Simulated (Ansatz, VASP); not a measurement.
**Pt in VASP and in Ansatz**

INCAR

```
SYSTEM = Pt
PREC = Accurate ; ENCUT = 520
EDIFF = 1E-6 ; ISMEAR = 0
SIGMA = 0.15 ; LREAL = .FALSE.
LASPH = .TRUE. ; NELM = 100
ALGO = Fast ; ISIF = 2
LWAVE = .FALSE. ; LCHARG = .TRUE.
GGA = PS ; LELF = .TRUE.
LVHAR = .TRUE. ; NBANDS = 39
```

KPOINTS

```
Automatic mesh
0
G
  14 14 5
  0 0 0
```

POSCAR

```
Pt
1.0
   -3.1208845721      0.0000000000      0.0000000000
    0.0000000000     -3.1208845721      0.0000000000
    0.0000000000      0.0000000000     11.5626537164
Pt
6
Direct
    0.5000000000      0.5000000000      0.0674641927
    0.0000000000      0.0000000000      0.7422410754
    0.5000000000      0.5000000000      0.3373749458
    0.0000000000      0.0000000000      0.2024195693
    0.5000000000      0.5000000000      0.6072856989
    0.0000000000      0.0000000000      0.4723303223
```

Input for Ansatz:

```yaml
crystal:
  lattice:
    - [-3.1208845721, 0.0, 0.0]
    - [0.0, -3.1208845721, 0.0]
    - [0.0, 0.0, 11.5626537164]
  atoms:
    - { symbol: Pt, position: [0.5, 0.5, 0.0674641927] }
    - { symbol: Pt, position: [0.0, 0.0, 0.7422410754] }
    - { symbol: Pt, position: [0.5, 0.5, 0.3373749458] }
    - { symbol: Pt, position: [0.0, 0.0, 0.2024195693] }
    - { symbol: Pt, position: [0.5, 0.5, 0.6072856989] }
    - { symbol: Pt, position: [0.0, 0.0, 0.4723303223] }
basis:
  ecutwfc: 420
kpoints:
  mp_grid: { grid: [14, 14, 5] }
hamiltonian:
  xc: pbesol
  pseudopotentials: { kind: paw, azcp: { folder: soft_1 } }
scf:
  occupations: { method: gaussian, width: 0.15 }
output:
  forces: true
  stress: true
  eigenvalues: true
```

Alike in both runs: task single point; functional PBEsol; k mesh 14 × 14 × 5; occupations gaussian, width 0.15 eV; no spin polarisation.

|  | VASP | Ansatz |
| --- | --- | --- |
| version | VASP 6.6.1 | Ansatz 0.2.0 |
| potentials or method | VASP PAW PBE potentials, release 64 (Pt), cutoff 520 eV | scalar-relativistic, plane waves, PAW |
| valence electrons in the cell | 60 | 108 |

VASP gave:

```
gap on the k mesh at the Fermi level (eV)                     : none
pressure (GPa)                                                : -8.6
traceless stress, the component that is largest in VASP (GPa) : 2.92
rms of the force components (eV/Å)                            : 0.160
```

Question: Estimate Ansatz's values.

Answer: gap on the k mesh at the Fermi level (eV): none; pressure (GPa): -8.3; traceless stress, the component that is largest in VASP (GPa): 2.91; rms of the force components (eV/Å): 0.160.

VASP's potentials were made for PBE, not for PBEsol, and Ansatz warns of the same on its side. Atom by atom the forces differ by 0.006 eV/Å (rms over components). A gap of «none» marks a metal or a gap that the smearing closes. VASP's potentials hold 60 valence electrons a cell and Ansatz's 108, so a difference there can come from the potentials and not from the codes.

Neither program's run includes spin-orbit coupling.
